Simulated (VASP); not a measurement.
# Ta5Si (F-43m) in VASP: further runs

Ta5Si is run at these levels: PBE; tasks: single point, relaxation of cell and atoms.

Program: VASP 6.6.1. These are calculated values, not measurements. Logs are shortened: lines on timing, memory, paths and dates and some standing lists are left out, and cuts for length are marked.

## Step 1: The cell of the first run

The structure is cubic, space group F-43m (No. 216). The conventional cell has a = 7.658 Å, b = 7.658 Å, c = 7.658 Å, α = 90.00°, β = 90.00°, γ = 90.00°. Ta (site symmetry -43m) has 12 Ta at 3.17 Å and 4 Si at 3.32 Å within 4.2 Å. Ta (site symmetry 3m) has 9 Ta at 2.69 to 3.17 Å and 3 Si at 3.18 Å within 3.5 Å. Si (site symmetry -43m) has 16 Ta at 3.18 to 3.32 Å within 4.2 Å.

The cell was built from a structure type or drawn by symmetry, and may not be a known phase.

## Step 2: Single point, PBE

INCAR

```
SYSTEM = Ta5Si
ALGO     = Normal         ! electronic algorithm
EDIFF    = 1E-7           ! SCF threshold, eV
ENCUT    = 520            ! plane-wave cutoff, eV
GGA      = PE             ! functional
ISIF     = 2              ! what is computed and relaxed
ISMEAR   = 0              ! smearing method
LASPH    = .TRUE.         ! aspherical terms in the spheres
LCHARG   = .FALSE.        ! write CHGCAR
LREAL    = .FALSE.        ! projectors in reciprocal space
LWAVE    = .FALSE.        ! write WAVECAR
NBANDS   = 38             ! bands
NELM     = 60             ! most SCF steps
PREC     = Accurate       ! precision mode
SIGMA    = 0.1            ! smearing width, eV
```

KPOINTS

```
k-points
0
G
  4 4 4
  0 0 0
```

POSCAR

```
Ta5Si
1.0
    0.0000000000      3.8288205413      3.8288205413
    3.8288205413      0.0000000000      3.8288205413
    3.8288205413      3.8288205413      0.0000000000
Ta Si
5 1
Direct
    0.2500000000      0.2500000000      0.2500000000
    0.1271809287      0.6242730238      0.6242730238
    0.6242730238      0.6242730238      0.6242730238
    0.6242730238      0.1271809287      0.6242730238
    0.6242730238      0.6242730238      0.1271809287
    0.0000000000      0.0000000000      0.0000000000
```

Potentials or basis: VASP PAW PBE potentials, release 64 (Ta_pv, Si).

The run is started by

```bash
$ cat potpaw_PBE.64/Ta_pv/POTCAR potpaw_PBE.64/Si/POTCAR > POTCAR
$ mpirun -np 1 vasp_std > vasp.out
```

OUTCAR:

```text
SYSTEM = Ta5Si
   EDIFF = 1E-7
   ENCUT = 520
   GGA = PE
   ISIF = 2
   ISMEAR = 0
   LASPH = .TRUE.
   LREAL = .FALSE.
   NELM = 60
   PREC = Accurate

 ion  position               nearest neighbor table
   1  0.250  0.250  0.250-   2 3.17   4 3.17   2 3.17   5 3.17   4 3.17   5 3.17   3 3.17   3 3.17
                             3 3.17   2 3.17   4 3.17   5 3.17   6 3.32   6 3.32   6 3.32   6 3.32
   2  0.127  0.624  0.624-   3 2.69   4 2.69   5 2.69   4 2.72   5 2.72   3 2.72   1 3.17   1 3.17
                             1 3.17   6 3.18   6 3.18   6 3.18
   3  0.624  0.624  0.624-   2 2.69   4 2.69   5 2.69   2 2.72   4 2.72   5 2.72   1 3.17   1 3.17
                             1 3.17   6 3.18   6 3.18   6 3.18
   4  0.624  0.127  0.624-   2 2.69   3 2.69   5 2.69   2 2.72   5 2.72   3 2.72   1 3.17   1 3.17
                             1 3.17   6 3.18   6 3.18   6 3.18
   5  0.624  0.624  0.127-   2 2.69   3 2.69   4 2.69   4 2.72   2 2.72   3 2.72   1 3.17   1 3.17
                             1 3.17   6 3.18   6 3.18   6 3.18
   6  0.000  0.000  0.000-   5 3.18   4 3.18   2 3.18   3 3.18   3 3.18   3 3.18   2 3.18   4 3.18
                             4 3.18   5 3.18   2 3.18   5 3.18   1 3.32   1 3.32   1 3.32   1 3.32

  LATTYP: Found a face centered cubic cell.
 ALAT       =     7.6576410826

  Lattice vectors:

 A1 = (   0.0000000000,   3.8288205413,   3.8288205413)
 A2 = (   3.8288205413,   0.0000000000,   3.8288205413)
 A3 = (   3.8288205413,   3.8288205413,   0.0000000000)

Analysis of symmetry for initial positions (statically):
=====================================================================
 Subroutine PRICEL returns:
 Original cell was already a primitive cell.

 Routine SETGRP: Setting up the symmetry group for a
 face centered cubic supercell.

 Subroutine GETGRP returns: Found 24 space group operations
 (whereof 24 operations were pure point group operations)
 out of a pool of 48 trial point group operations.

The static configuration has the point symmetry T_d .

Analysis of symmetry for dynamics (positions and initial velocities):
=====================================================================
 Subroutine PRICEL returns:
 Original cell was already a primitive cell.

 Routine SETGRP: Setting up the symmetry group for a
 face centered cubic supercell.

 Subroutine GETGRP returns: Found 24 space group operations
 (whereof 24 operations were pure point group operations)
 out of a pool of 48 trial point group operations.

The dynamic configuration has the point symmetry T_d .

 Subroutine INISYM returns: Found 24 space group operations
 (whereof 24 operations are pure point group operations),
[... 92 lines left out ...]
   NFREE  =      0    steps in history (QN), initial steepest desc. (CG)
   ISIF   =      2    stress and relaxation
   ISYM   =      2    0-nonsym 1-usesym 2-fastsym
   POTIM  = 0.5000    time-step for ionic-motion
   TEBEG  =    0.0;   TEEND  =   0.0 temperature during run
   PSTRESS=    0.0 pullay stress
   NELECT =      59.0000    total number of electrons
   NUPDOWN=      -1.0000    fix difference up-down
   EMIN   =  10.00;   EMAX   =-10.00  energy-range for DOS
   EFERMI =   0.00;   METHOD = LEGACY
   ISMEAR =     0;   SIGMA  =   0.10  broadening in eV -4-tet -1-fermi 0-gaus
   EFERMI_NEDOS =   21; number of points for ismear=-14 and -15
   IALGO  =     38    algorithm
   IMIX   =      4    mixing-type and parameters
     AMIX     =   0.40;   BMIX     =  1.00
     AMIX_MAG =   1.60;   BMIX_MAG =  1.00
  volume/ion in A,a.u.               =      18.71       126.26
  Fermi-wavevector in a.u.,A,eV,Ry     =   1.321145  2.496602 23.747937  1.745424
  Thomas-Fermi vector in A             =   2.450920
   LORBIT       =      0    0 simple, 1 ext, 2 COOP (PROOUT), +10 PAW based schemes
   GGA     = PE    functional components
   LHFCALC =     F    Hartree Fock is set to
   AEXX    =    0.0000 exact exchange contribution
   IVDW    =     0    specifies the selected vdW correction
   LEPSILON=     F    determine dielectric tensor
   LRPA    =     F    only Hartree local field effects (RPA)
 non-spin polarized calculation
 Gauss-broadening in eV      SIGMA  =   0.10
  energy-cutoff  :      520.00
  volume of cell :      112.26
 maximum number of plane-waves:      3042
   NGX = 21   NGY = 21   NGZ = 21

 number of electron      59.0000008 magnetization

 Free energy of the ion-electron system (eV)
  ---------------------------------------------------
  ext. energy  EPLUGINS =         0.00000000
  ---------------------------------------------------
  free energy    TOTEN  =       -61.72044899 eV

  energy without entropy =      -61.65952813  energy(sigma->0) =      -61.68998856

 E-fermi :   5.6120     XC(G=0): -11.9944

 val. band max:        5.5749869982   @ k =   0.5000   0.2500   0.0000
 cond. band min:       5.6430029745   @ k =   0.5000   0.0000   0.0000
 fundamental gap:      0.0680159763
 Fermi energy:         5.6119972072

 k-point     1 :       0.0000    0.0000    0.0000
  band No.  band energies     occupation
      1     -29.4321      2.00000
      2     -28.7992      2.00000
      3     -28.7992      2.00000
      4     -28.7992      2.00000
      5     -28.5050      2.00000
      6     -28.5050      2.00000
[... 317 lines left out ...]
     37       8.8937      0.00000
     38       9.0319      0.00000

------------------------ aborting loop because EDIFF is reached ----------------------------------------

  FORCE on cell =-STRESS in cart. coord.  units (eV):
  Direction    XX          YY          ZZ          XY          YZ          ZX
  --------------------------------------------------------------------------------------
  -------------------------------------------------------------------------------------
  Total        0.2096370      0.2096370      0.2096370      0.0000000      0.0000000     -0.0000000
  in kB        2.9919445      2.9919445      2.9919445      0.0000000      0.0000000     -0.0000000
  external PRESSURE =       2.9919445 kB  Pullay stress =       0.0000000 kB

 VOLUME and BASIS-vectors are now :
 -----------------------------------------------------------------------------
  energy-cutoff  :      520.00
  volume of cell :      112.26
      direct lattice vectors                 reciprocal lattice vectors
     0.000000000  3.828820541  3.828820541    -0.130588518  0.130588518  0.130588518
     3.828820541  0.000000000  3.828820541     0.130588518 -0.130588518  0.130588518
     3.828820541  3.828820541  0.000000000     0.130588518  0.130588518 -0.130588518

 POSITION                                       TOTAL-FORCE (eV/Angst)
 -----------------------------------------------------------------------------------
      1.91441      1.91441      1.91441        -0.000000      0.000000      0.000000
      4.78046      2.87718      2.87718         0.012600     -0.012600     -0.012600
      4.78046      4.78046      4.78046         0.012600      0.012600      0.012600
      2.87718      4.78046      2.87718        -0.012600      0.012600     -0.012600
      2.87718      2.87718      4.78046        -0.012600     -0.012600      0.012600
      0.00000      0.00000      0.00000        -0.000000      0.000000      0.000000
 -----------------------------------------------------------------------------------
    total drift:                               -0.000000     -0.000000     -0.000000

  FREE ENERGIE OF THE ION-ELECTRON SYSTEM (eV)
  ---------------------------------------------------
  free  energy   TOTEN  =       -61.7204489890 eV

  energy  without entropy=      -61.6595281274  energy(sigma->0) =      -61.68998856
```

OSZICAR:

```text
N       E                     dE             d eps       ncg     rms          rms(c)
DAV:   1     0.561447153123E+03    0.56145E+03   -0.31911E+04   608   0.154E+03
DAV:   2    -0.376506124909E+02   -0.59910E+03   -0.58470E+03   650   0.458E+02
DAV:   3    -0.639080811864E+02   -0.26257E+02   -0.25318E+02   756   0.831E+01
DAV:   4    -0.645725298857E+02   -0.66445E+00   -0.65840E+00   744   0.121E+01
DAV:   5    -0.645875772756E+02   -0.15047E-01   -0.15032E-01   776   0.164E+00    0.305E+01
DAV:   6    -0.626983970156E+02    0.18892E+01   -0.12858E+01   802   0.141E+01    0.161E+01
DAV:   7    -0.623134889113E+02    0.38491E+00   -0.11528E+01   806   0.112E+01    0.975E+00
DAV:   8    -0.617305639240E+02    0.58292E+00   -0.25367E+00   748   0.757E+00    0.941E-01
DAV:   9    -0.617247028976E+02    0.58610E-02   -0.11284E-01   752   0.190E+00    0.748E-01
DAV:  10    -0.617209190289E+02    0.37839E-02   -0.28119E-02   800   0.805E-01    0.290E-01
DAV:  11    -0.617205589955E+02    0.36003E-03   -0.29467E-03   738   0.247E-01    0.117E-01
DAV:  12    -0.617204458333E+02    0.11316E-03   -0.49272E-04   808   0.116E-01    0.739E-02
DAV:  13    -0.617204516124E+02   -0.57791E-05   -0.96928E-05   792   0.530E-02    0.202E-02
DAV:  14    -0.617204507990E+02    0.81344E-06   -0.59003E-06   736   0.152E-02    0.848E-03
DAV:  15    -0.617204491555E+02    0.16435E-05   -0.75920E-07   760   0.527E-03    0.284E-03
DAV:  16    -0.617204489611E+02    0.19441E-06   -0.19934E-07   512   0.254E-03    0.419E-04
DAV:  17    -0.617204489890E+02   -0.27958E-07   -0.33886E-08   442   0.801E-04
   1 F= -.61720449E+02 E0= -.61689989E+02  d E =-.609209E-01
```

stdout:

```text
POSCAR found type information on POSCAR TaSi
 POSCAR found :  2 types and       6 ions
 scaLAPACK will be used
 LDA part: xc-table for (Slater+PW92), standard interpolation
 POSCAR, INCAR and KPOINTS ok, starting setup
 FFT: planning ... GRIDC
 FFT: planning ... GRID_SOFT
 FFT: planning ... GRID
 WAVECAR not read
 entering main loop
```

Wall time 79 s (1 thread of Intel Xeon 8259CL, shared host); peak memory 0.25 GiB.

Results:

| Quantity | Value |
| --- | --- |
| Free energy | -61.7204 eV |
| Pressure | 0.3 GPa |
| Largest force | 0.022 eV/Å |
| Band gap on the k mesh | zero (an odd number of electrons rules out a gap without spin polarisation) |

Forces in eV/Å, atoms in the order of the input:
```
Ta   0.000  0.000  0.000
Ta   0.013 -0.013 -0.013
Ta   0.013  0.013  0.013
Ta  -0.013  0.013 -0.013
Ta  -0.013 -0.013  0.013
Si   0.000  0.000  0.000
```

Caveat: spin-orbit coupling is left out, which moves the levels of the heavy elements.

## Step 3: Single point, PBE

This run uses another cell than the first one, of 18.61 Å³/atom.

INCAR

```
ALGO = Fast
EDIFF = 1E-6
ENCUT = 520
GGA = PE
ISIF = 2
ISMEAR = 0
LASPH = T
LCHARG = F
LREAL = F
LWAVE = F
NBANDS = 38
NELM = 60
PREC = Accurate
SIGMA = 0.1
```

KPOINTS

```
k-points
0
Gamma
  8 8 8
```

POSCAR

```
Ta5Si
1.0
    0.0000000000      3.8218624797      3.8218624797
    3.8218624797      0.0000000000      3.8218624797
    3.8218624797      3.8218624797      0.0000000000
Ta Si
5 1
Direct
    0.7500000000      0.7500000000      0.7500000000
    0.3754471414      0.3754471414      0.8736585759
    0.3754471414      0.8736585759      0.3754471414
    0.8736585759      0.3754471414      0.3754471414
    0.3754471414      0.3754471414      0.3754471414
    0.0000000000      0.0000000000      0.0000000000
```

Potentials or basis: VASP PAW PBE potentials, release 64 (Ta_pv, Si).

The run is started by

```bash
$ cat potpaw_PBE.64/Ta_pv/POTCAR potpaw_PBE.64/Si/POTCAR > POTCAR
$ mpirun -np 1 vasp_std > vasp.out
```

OUTCAR:

```text
EDIFF = 1E-6
   ENCUT = 520
   GGA = PE
   ISIF = 2
   ISMEAR = 0
   LASPH = T
   LREAL = F
   NELM = 60
   PREC = Accurate

 ion  position               nearest neighbor table
   1  0.750  0.750  0.750-   2 3.17   3 3.17   4 3.17   5 3.17   5 3.17   5 3.17   3 3.17   4 3.17
                             2 3.17   2 3.17   4 3.17   3 3.17   6 3.31   6 3.31   6 3.31   6 3.31
   2  0.375  0.375  0.874-   3 2.69   4 2.69   5 2.69   5 2.71   3 2.71   4 2.71   1 3.17   1 3.17
                             1 3.17   6 3.17   6 3.17   6 3.17
   3  0.375  0.874  0.375-   2 2.69   4 2.69   5 2.69   2 2.71   5 2.71   4 2.71   1 3.17   1 3.17
[... 1199 lines left out ...]
  Total        0.1130095      0.1130095      0.1130095     -0.0000000     -0.0000000      0.0000000
  in kB        1.6217001      1.6217001      1.6217001     -0.0000000     -0.0000000      0.0000000
  external PRESSURE =       1.6217001 kB  Pullay stress =       0.0000000 kB

 VOLUME and BASIS-vectors are now :
 -----------------------------------------------------------------------------
  energy-cutoff  :      520.00
  volume of cell :      111.65
      direct lattice vectors                 reciprocal lattice vectors
     0.000000000  3.821862480  3.821862480    -0.130826267  0.130826267  0.130826267
     3.821862480  0.000000000  3.821862480     0.130826267 -0.130826267  0.130826267
     3.821862480  3.821862480  0.000000000     0.130826267  0.130826267 -0.130826267

 POSITION                                       TOTAL-FORCE (eV/Angst)
 -----------------------------------------------------------------------------------
      5.73279      5.73279      5.73279        -0.000000     -0.000000     -0.000000
      4.77391      4.77391      2.86981         0.003208      0.003208     -0.003208
      4.77391      2.86981      4.77391         0.003208     -0.003208      0.003208
      2.86981      4.77391      4.77391        -0.003208      0.003208      0.003208
      2.86981      2.86981      2.86981        -0.003208     -0.003208     -0.003208
      0.00000      0.00000      0.00000        -0.000000     -0.000000     -0.000000
 -----------------------------------------------------------------------------------
    total drift:                               -0.000000     -0.000000     -0.000000

  FREE ENERGIE OF THE ION-ELECTRON SYSTEM (eV)
  ---------------------------------------------------
  free  energy   TOTEN  =       -61.8185217129 eV

  energy  without entropy=      -61.7699906342  energy(sigma->0) =      -61.79425617
```

OSZICAR:

```text
N       E                     dE             d eps       ncg     rms          rms(c)
DAV:   1     0.569910522523E+03    0.56991E+03   -0.31987E+04  2220   0.154E+03
DAV:   2    -0.373792229603E+02   -0.60729E+03   -0.59293E+03  2348   0.460E+02
DAV:   3    -0.638956591609E+02   -0.26516E+02   -0.25509E+02  2852   0.835E+01
DAV:   4    -0.645874289750E+02   -0.69177E+00   -0.68311E+00  2704   0.122E+01
DAV:   5    -0.646045805470E+02   -0.17152E-01   -0.17128E-01  2870   0.173E+00    0.308E+01
RMM:   6    -0.626225299620E+02    0.19821E+01   -0.85187E+00  2985   0.968E+00    0.159E+01
RMM:   7    -0.619852944539E+02    0.63724E+00   -0.19174E+00  2378   0.645E+00    0.748E+00
RMM:   8    -0.618087924499E+02    0.17650E+00   -0.67256E-01  2579   0.436E+00    0.689E-01
RMM:   9    -0.618176096617E+02   -0.88172E-02   -0.13743E-01  3075   0.146E+00    0.586E-01
RMM:  10    -0.618181840905E+02   -0.57443E-03   -0.18956E-02  3047   0.582E-01    0.349E-01
RMM:  11    -0.618184737326E+02   -0.28964E-03   -0.33493E-03  3190   0.225E-01    0.106E-01
RMM:  12    -0.618185295100E+02   -0.55777E-04   -0.67266E-04  3184   0.941E-02    0.287E-02
RMM:  13    -0.618185210798E+02    0.84302E-05   -0.95355E-05  2960   0.424E-02    0.112E-02
RMM:  14    -0.618185209758E+02    0.10392E-06   -0.26952E-05  2714   0.223E-02    0.448E-03
RMM:  15    -0.618185217129E+02   -0.73704E-06   -0.52470E-06  2277   0.100E-02
   1 F= -.61818522E+02 E0= -.61794256E+02  d E =-.485311E-01
```

It took 4.9 min on 1 thread of Intel Xeon 8259CL, shared host; peak memory 0.29 GiB.

What came out:

| Property | Result |
| --- | --- |
| Free energy | -61.8185 eV |
| Pressure | 0.2 GPa |
| Largest force | 0.006 eV/Å |
| Band gap on the k mesh | zero (an odd number of electrons rules out a gap without spin polarisation) |

Forces on the atoms (eV/Å):
```
Ta   0.000  0.000  0.000
Ta   0.003  0.003 -0.003
Ta   0.003 -0.003  0.003
Ta  -0.003  0.003  0.003
Ta  -0.003 -0.003 -0.003
Si   0.000  0.000  0.000
```

Levels at points of the mesh, in eV from the Fermi level:
```tsv
k point	band 26	band 27	band 28	band 29	band 30	band 31	band 32	band 33
(0.00, 0.00, 0.00)	-1.54	-0.14	-0.14	-0.14	0.11	0.11	2.67	2.67
(0.50, 0.00, 0.00)	-0.68	-0.68	-0.62	-0.43	0.00	0.00	0.88	2.34
(0.50, 0.50, 0.00)	-0.98	-0.59	-0.42	-0.24	-0.24	0.65	0.65	0.65
```

Caveat: spin-orbit coupling is left out, which moves the levels of the heavy elements.

[end of part 1 of 2]
